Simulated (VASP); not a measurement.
# Rb (Cmcm) in VASP: further runs

Runs on Rb. Level: PBE+D3(BJ). Tasks: single point.

Everything below comes from runs of VASP 6.6.1. Logs are shortened: lines on timing, memory, paths and dates and some standing lists are left out, and cuts for length are marked.

### 1 The cell of the first run

Symmetry: Cmcm, No. 63, orthorhombic system. Conventional cell: a = 5.690 Å, b = 8.659 Å, c = 8.485 Å, α = 90.00°, β = 90.00°, γ = 90.00°.

### 2 Single point, PBE+D3(BJ) (normal strain along x +0.1500, normal strain along z +0.0550)

Input file INCAR:

```
PREC = Accurate ; ENCUT = 520
EDIFF = 1E-6 ; ISMEAR = 0
SIGMA = 0.15 ; LREAL = False
LASPH = True ; NELM = 100
ALGO = Normal ; ISIF = 2
LWAVE = False ; LCHARG = False
GGA = PE ; IVDW = 12
NBANDS = 16
```

Input file KPOINTS:

```
Automatic mesh
0
Gamma
  10 10 6
```

Input file POSCAR:

```
Rb
1.0
    2.8451095518     -4.3297492603      0.0000000000
    2.8451095518      4.3297492603      0.0000000000
    0.0000000000      0.0000000000      8.4852222573
Rb
2
Direct
    0.8359965595      0.1640034405      0.7500000000
    0.1640034405      0.8359965595      0.2500000000
```

Potentials or basis: VASP PAW PBE potentials, release 64 (Rb_sv).

Started as:

```bash
$ cat potpaw_PBE.64/Rb_sv/POTCAR > POTCAR
$ mpirun -np 1 vasp_std > vasp.out
```

OUTCAR:

```text
PREC = Accurate
   ENCUT = 520
   EDIFF = 1E-6
   ISMEAR = 0
   LREAL = False
   LASPH = True
   NELM = 100
   ISIF = 2
   GGA = PE
   IVDW = 12
 IVDW          = 12

 ion  position               nearest neighbor table
   1  0.836  0.164  0.750-   2 5.11   2 5.11   2 5.32   2 5.32   2 5.32   2 5.32
   2  0.164  0.836  0.250-   1 5.11   1 5.11   1 5.32   1 5.32   1 5.32   1 5.32

  LATTYP: Found a base centered orthorhombic cell.
 ALAT       =     5.6902191036
 B/A-ratio  =     1.5218216316
 C/A-ratio  =     1.4911942937

  Lattice vectors:

 A1 = (   2.8451095518,  -4.3297492603,   0.0000000000)
 A2 = (   2.8451095518,   4.3297492603,   0.0000000000)
 A3 = (   0.0000000000,   0.0000000000,   8.4852222573)

Analysis of symmetry for initial positions (statically):
=====================================================================
 Subroutine PRICEL returns:
 Original cell was already a primitive cell.

 Routine SETGRP: Setting up the symmetry group for a
 base centered orthorhombic supercell.

 Subroutine GETGRP returns: Found  8 space group operations
 (whereof  4 operations were pure point group operations)
 out of a pool of  8 trial point group operations.

The static configuration has the point symmetry C_2h.
 The point group associated with its full space group is D_2h.

Analysis of symmetry for dynamics (positions and initial velocities):
=====================================================================
 Subroutine PRICEL returns:
 Original cell was already a primitive cell.

 Routine SETGRP: Setting up the symmetry group for a
 base centered orthorhombic supercell.

 Subroutine GETGRP returns: Found  8 space group operations
 (whereof  4 operations were pure point group operations)
 out of a pool of  8 trial point group operations.

The dynamic configuration has the point symmetry C_2h.
 The point group associated with its full space group is D_2h.

 Subroutine INISYM returns: Found  8 space group operations
 (whereof  4 operations are pure point group operations),
 and found     1 'primitive' translations

----------------------------------------------------------------------------------------

                                     Primitive cell

  volume of cell :     209.0523

  direct lattice vectors                    reciprocal lattice vectors
     2.845109552 -4.329749260  0.000000000     0.175740157 -0.115480128  0.000000000
     2.845109552  4.329749260  0.000000000     0.175740157  0.115480128  0.000000000
     0.000000000  0.000000000  8.485222257     0.000000000  0.000000000  0.117851951

  length of vectors
     5.180866435  5.180866435  8.485222257     0.210286145  0.210286145  0.117851951

  position of ions in fractional coordinates (direct lattice)
     0.835996560  0.164003440  0.750000000
     0.164003440  0.835996560  0.250000000

  ion indices of the primitive-cell ions
   primitive index   ion index
                 1           1
                 2           2

----------------------------------------------------------------------------------------

 KPOINTS: Automatic mesh

Automatic generation of k-mesh.
 Grid dimensions read from file:
 generate k-points for:   10   10    6

 Generating k-lattice:

  Cartesian coordinates                     Fractional coordinates (reciprocal lattice)
     0.017574016 -0.011548013  0.000000000     0.100000000  0.000000000  0.000000000
     0.017574016  0.011548013  0.000000000     0.000000000  0.100000000  0.000000000
     0.000000000  0.000000000  0.019641992     0.000000000  0.000000000  0.166666667

  Length of vectors
     0.021028615  0.021028615  0.019641992

  Shift w.r.t. Gamma in fractional coordinates (k-lattice)
     0.000000000  0.000000000  0.000000000

 Subroutine IBZKPT returns following result:
 ===========================================

 Found    124 irreducible k-points:

 Following reciprocal coordinates:
            Coordinates               Weight
  0.000000  0.000000  0.000000      1.000000
  0.100000  0.000000  0.000000      4.000000
  0.200000  0.000000  0.000000      4.000000
  0.300000  0.000000  0.000000      4.000000
  0.400000  0.000000  0.000000      4.000000
  0.500000  0.000000  0.000000      2.000000
[... 16 lines left out ...]
  0.300000  0.300000  0.000000      2.000000
  0.400000  0.300000  0.000000      4.000000
 [... further k-points ...]
   k-points           NKPTS =    124   k-points in BZ     NKDIM =    124   number of bands    NBANDS=     16
   number of dos      NEDOS =    301   number of ions     NIONS =      2
   total plane-waves  NPLWV = 102400
   dimension x,y,z NGX =    40 NGY =   40 NGZ =   64
   dimension x,y,z NGXF=    80 NGYF=   80 NGZF=  128
   ions per type =               2
   NGX,Y,Z   is equivalent  to a cutoff of  12.84, 12.84, 12.54 a.u.
   NGXF,Y,Z  is equivalent  to a cutoff of  25.67, 25.67, 25.08 a.u.
 SYSTEM =  unknown system
   PREC   = accura    normal or accurate (medium, high low for compatibility)
   ISTART =      0    job   : 0-new  1-cont  2-samecut
   ICHARG =      2    charge: 1-file 2-atom 10-const
   ISPIN  =      1    spin polarized calculation?
   LNONCOLLINEAR =      F non collinear calculations
   LSORBIT =      F    spin-orbit coupling
   LASPH  =      T    aspherical Exc in radial PAW
   ENCUT  =  520.0 eV  38.22 Ry    6.18 a.u.   9.63  9.63 15.78*2*pi/ulx,y,z
   NELM   =    100;   NELMIN=  2; NELMDL= -5     # of ELM steps
   EDIFF  = 0.1E-05   stopping-criterion for ELM
   LREAL  =      F    real-space projection
   EDIFFG = 0.1E-04   stopping-criterion for IOM
   NSW    =      0    number of steps for IOM
   IBRION =     -1    ionic relax: 0-MD 1-quasi-New 2-CG
   NFREE  =      0    steps in history (QN), initial steepest desc. (CG)
   ISIF   =      2    stress and relaxation
   ISYM   =      2    0-nonsym 1-usesym 2-fastsym
   POTIM  = 0.5000    time-step for ionic-motion
   TEBEG  =    0.0;   TEEND  =   0.0 temperature during run
   PSTRESS=    0.0 pullay stress
   NELECT =      18.0000    total number of electrons
   NUPDOWN=      -1.0000    fix difference up-down
   EMIN   =  10.00;   EMAX   =-10.00  energy-range for DOS
   EFERMI =   0.00;   METHOD = LEGACY
   ISMEAR =     0;   SIGMA  =   0.15  broadening in eV -4-tet -1-fermi 0-gaus
   EFERMI_NEDOS =   21; number of points for ismear=-14 and -15
   IALGO  =     38    algorithm
   IMIX   =      4    mixing-type and parameters
     AMIX     =   0.40;   BMIX     =  1.00
     AMIX_MAG =   1.60;   BMIX_MAG =  1.00
  volume/ion in A,a.u.               =     104.53       705.38
  Fermi-wavevector in a.u.,A,eV,Ry     =   0.722904  1.366091  7.110273  0.522590
  Thomas-Fermi vector in A             =   1.812985
   LORBIT       =      0    0 simple, 1 ext, 2 COOP (PROOUT), +10 PAW based schemes
   GGA     = PE    functional components
   LHFCALC =     F    Hartree Fock is set to
   AEXX    =    0.0000 exact exchange contribution
   IVDW    =    12    specifies the selected vdW correction
   LEPSILON=     F    determine dielectric tensor
   LRPA    =     F    only Hartree local field effects (RPA)
 non-spin polarized calculation
 Gauss-broadening in eV      SIGMA  =   0.15
  energy-cutoff  :      520.00
  volume of cell :      209.05
 maximum number of plane-waves:      5659
   NGX = 19   NGY = 19   NGZ = 31

 number of electron      18.0000000 magnetization

 Free energy of the ion-electron system (eV)
  ---------------------------------------------------
  ext. energy  EPLUGINS =         0.00000000
  ---------------------------------------------------
  free energy    TOTEN  =        -1.84859399 eV

  energy without entropy =       -1.82720582  energy(sigma->0) =       -1.83789991

 E-fermi :  -0.2789     XC(G=0):  -5.1417

 val. band max:       -0.3198244799   @ k =   0.5000   0.0000   0.1667
 cond. band min:      -0.2759684364   @ k =   0.1000   0.1000   0.1667
 fundamental gap:      0.0438560435
 Fermi energy:        -0.2789301693

 k-point     1 :       0.0000    0.0000    0.0000
  band No.  band energies     occupation
      1     -29.2585      2.00000
      2     -29.2563      2.00000
      3     -13.3714      2.00000
      4     -13.3214      2.00000
      5     -13.3203      2.00000
      6     -13.3133      2.00000
[... 8 lines left out ...]
     15       3.4819      0.00000
     16       3.7018      0.00000

 k-point     2 :       0.1000    0.0000    0.0000
  band No.  band energies     occupation
      1     -29.2583      2.00000
      2     -29.2562      2.00000
      3     -13.3697      2.00000
      4     -13.3248      2.00000
      5     -13.3214      2.00000
      6     -13.3162      2.00000
[... 8 lines left out ...]
     15       3.4353      0.00000
     16       3.5376      0.00000

 k-point     3 :       0.2000    0.0000    0.0000
  band No.  band energies     occupation
      1     -29.2580      2.00000
      2     -29.2561      2.00000
      3     -13.3651      2.00000
      4     -13.3348      2.00000
      5     -13.3272      2.00000
      6     -13.3222      2.00000
[... 8 lines left out ...]
     15       3.4628      0.00000
     16       3.5274      0.00000

 k-point     4 :       0.3000    0.0000    0.0000
  band No.  band energies     occupation
      1     -29.2575      2.00000
      2     -29.2560      2.00000
      3     -13.3587      2.00000
      4     -13.3471      2.00000
      5     -13.3402      2.00000
      6     -13.3240      2.00000
[... 8 lines left out ...]
     15       3.3485      0.00000
     16       3.7074      0.00000
[... 324 lines left out ...]
 k-point    22 :      -0.2000    0.2000    0.0000
  band No.  band energies     occupation
      1     -29.2577      2.00000
      2     -29.2559      2.00000
      3     -13.3629      2.00000
      4     -13.3372      2.00000
      5     -13.3290      2.00000
      6     -13.3273      2.00000
[... 8 lines left out ...]
     15       3.1040      0.00000
     16       3.2504      0.00000

 k-point    23 :       0.3000    0.3000    0.0000
  band No.  band energies     occupation
      1     -29.2565      2.00000
      2     -29.2558      2.00000
      3     -13.3537      2.00000
      4     -13.3437      2.00000
      5     -13.3437      2.00000
      6     -13.3428      2.00000
[... 8 lines left out ...]
     15       2.1652      0.00000
     16       2.9041      0.00000

 k-point    24 :       0.4000    0.3000    0.0000
  band No.  band energies     occupation
      1     -29.2562      2.00000
      2     -29.2557      2.00000
      3     -13.3598      2.00000
      4     -13.3514      2.00000
      5     -13.3415      2.00000
      6     -13.3398      2.00000
[... 8 lines left out ...]
     15       2.2321      0.00000
     16       2.6955      0.00000

 [... further k-points ...]

------------------------ aborting loop because EDIFF is reached ----------------------------------------

 Edisp (eV)   -0.17603

 E8    (eV) :    -0.1012

  FORCE on cell =-STRESS in cart. coord.  units (eV):
  Direction    XX          YY          ZZ          XY          YZ          ZX
  --------------------------------------------------------------------------------------
  -------------------------------------------------------------------------------------
  Total      -0.69972    -0.40599    -0.49618     0.00000    -0.00000     0.00000
  in kB      -5.36268    -3.11152    -3.80271     0.00000    -0.00000     0.00000
  external pressure =       -4.09 kB  Pullay stress =        0.00 kB

 VOLUME and BASIS-vectors are now :
 -----------------------------------------------------------------------------
  energy-cutoff  :      520.00
  volume of cell :      209.05
      direct lattice vectors                 reciprocal lattice vectors
     2.845109552 -4.329749260  0.000000000     0.175740157 -0.115480128  0.000000000
     2.845109552  4.329749260  0.000000000     0.175740157  0.115480128  0.000000000
     0.000000000  0.000000000  8.485222257     0.000000000  0.000000000  0.117851951

 POSITION                                       TOTAL-FORCE (eV/Angst)
 -----------------------------------------------------------------------------------
      2.84511     -2.90956      6.36392         0.000000      0.024439      0.000000
      2.84511      2.90956      2.12131         0.000000     -0.024439      0.000000
 -----------------------------------------------------------------------------------
    total drift:                               -0.000000     -0.000000      0.000000

  FREE ENERGIE OF THE ION-ELECTRON SYSTEM (eV)
  ---------------------------------------------------
  free  energy   TOTEN  =        -2.0246243391 eV

  energy  without entropy=       -2.0032361659  energy(sigma->0) =       -2.01393025
```

Run time: 3 min. Hardware: 1 thread of Intel Xeon 6975P-C (Granite Rapids), shared host; peak memory 0.53 GiB.

Results:

- Free energy: -2.0246 eV
- Pressure: -0.4 GPa
- Largest force: 0.024 eV/Å
- Band gap on the k mesh: zero (band 9 reaches 0.57 eV, above the bottom of band 10 at -1.45 eV)
- Dispersion energy per atom: -0.088 eV

Forces in eV/Å, atoms in the order of the input:
```
Rb   0.000  0.024  0.000
Rb   0.000 -0.024  0.000
```

Caveat: the cell differs from its parent crystal (normal strain along x +0.1500, normal strain along z +0.0550); pairwise dispersion overbinds metals, which lowers pressure and volume.

(Continued in part 2 of 2.)
